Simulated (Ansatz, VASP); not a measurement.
# SnO2 in VASP and in Ansatz

INCAR

```
ALGO = Normal
EDIFF = 1E-6
ENCUT = 520
GGA = CA
ISIF = 2
ISMEAR = 0
LASPH = True
LCHARG = False
LREAL = False
LUSENCCL = False
LWAVE = False
NBANDS = 64
NELM = 80
PREC = Accurate
SIGMA = 0.02
```

File KPOINTS:

```
k-points
0
Gamma
  6 6 6
```

File POSCAR:

```
SnO2
1.0
    4.7034523208      0.0000000000      0.0000000000
    0.0000000000      5.6951729271      0.0000000000
    0.0000000000      0.0000000000      5.2043295035
Sn O
4 8
Direct
    0.5000000000      0.6673206304      0.7500000000
    0.0000000000      0.8326793696      0.2500000000
    0.5000000000      0.3326793696      0.2500000000
    0.0000000000      0.1673206304      0.7500000000
    0.7310207142      0.6049099314      0.0776301508
    0.2310207142      0.8950900686      0.9223698492
    0.7689792858      0.8950900686      0.5776301508
    0.2689792858      0.6049099314      0.4223698492
    0.7310207142      0.3950900686      0.5776301508
    0.2310207142      0.1049099314      0.4223698492
    0.7689792858      0.1049099314      0.0776301508
    0.2689792858      0.3950900686      0.9223698492
```

Input for Ansatz:

```yaml
crystal:
  lattice:
    - [4.7034523208, 0.0, 0.0]
    - [0.0, 5.6951729271, 0.0]
    - [0.0, 0.0, 5.2043295035]
  atoms:
    - { symbol: Sn, position: [0.5, 0.6673206304, 0.75] }
    - { symbol: Sn, position: [0.0, 0.8326793696, 0.25] }
    - { symbol: Sn, position: [0.5, 0.3326793696, 0.25] }
    - { symbol: Sn, position: [0.0, 0.1673206304, 0.75] }
    - { symbol: O, position: [0.7310207142, 0.6049099314, 0.0776301508] }
    - { symbol: O, position: [0.2310207142, 0.8950900686, 0.9223698492] }
    - { symbol: O, position: [0.7689792858, 0.8950900686, 0.5776301508] }
    - { symbol: O, position: [0.2689792858, 0.6049099314, 0.4223698492] }
    - { symbol: O, position: [0.7310207142, 0.3950900686, 0.5776301508] }
    - { symbol: O, position: [0.2310207142, 0.1049099314, 0.4223698492] }
    - { symbol: O, position: [0.7689792858, 0.1049099314, 0.0776301508] }
    - { symbol: O, position: [0.2689792858, 0.3950900686, 0.9223698492] }
basis:
  ecutwfc: 420
kpoints:
  mp_grid: { grid: [6, 6, 6] }
hamiltonian:
  xc: lda
scf:
  occupations: { method: gaussian, width: 0.02 }
output:
  forces: false
  stress: false
  eigenvalues: true
  eigenstates:
    kpoints:
      - [0.390625, 0.0, 0.0]
      - [0.405596554, 0.0, 0.0]
      - [0.375653446, 0.0, 0.0]
      - [0.390625, 0.018128298, 0.0]
      - [0.390625, -0.018128298, 0.0]
      - [0.390625, 0.0, 0.016565895]
      - [0.390625, 0.0, -0.016565895]
      - [0.401211487, 0.012818643, 0.0]
      - [0.380038513, -0.012818643, 0.0]
      - [0.401211487, 0.0, 0.011713857]
      - [0.380038513, 0.0, -0.011713857]
      - [0.390625, 0.012818643, 0.011713857]
      - [0.390625, -0.012818643, -0.011713857]
      - [0.399268831, 0.010466378, 0.009564324]
      - [0.381981169, -0.010466378, -0.009564324]
      - [0.0, 0.0, 0.0]
      - [0.014971554, 0.0, 0.0]
      - [-0.014971554, 0.0, 0.0]
      - [0.0, 0.018128298, 0.0]
      - [0.0, -0.018128298, 0.0]
      - [0.0, 0.0, 0.016565895]
      - [0.0, 0.0, -0.016565895]
      - [0.010586487, 0.012818643, 0.0]
      - [-0.010586487, -0.012818643, 0.0]
      - [0.010586487, 0.0, 0.011713857]
      - [-0.010586487, 0.0, -0.011713857]
      - [0.0, 0.012818643, 0.011713857]
      - [0.0, -0.012818643, -0.011713857]
      - [0.008643831, 0.010466378, 0.009564324]
      - [-0.008643831, -0.010466378, -0.009564324]
    e_range: [-2.999762, 2.999762]
checkpoint:
  read: start.run
  write: ck
  compress: false
  write_wavefunctions: false
  write_every: 100000
```

Alike in both runs: task single point; functional LDA; k mesh 6 × 6 × 6; occupations gaussian, width 0.02 eV; no spin polarisation.

|  | VASP | Ansatz |
| --- | --- | --- |
| version | VASP 6.6.1 | Ansatz 0.2.0 |
| potentials or method | VASP PAW LDA potentials, release 64 (Sn_d, O), cutoff 520 eV | scalar-relativistic, plane waves, PAW |
| valence electrons in the cell | 104 | 104 |

```csv
,VASP,Ansatz,Ansatz less VASP
gap on the k mesh at the Fermi level (eV),1.54,1.50,-0.034
least direct gap on the mesh (eV),1.54,1.50,-0.034
```

LDA's correlation is that of Perdew and Zunger in VASP and of Perdew and Wang (1992) in Ansatz.
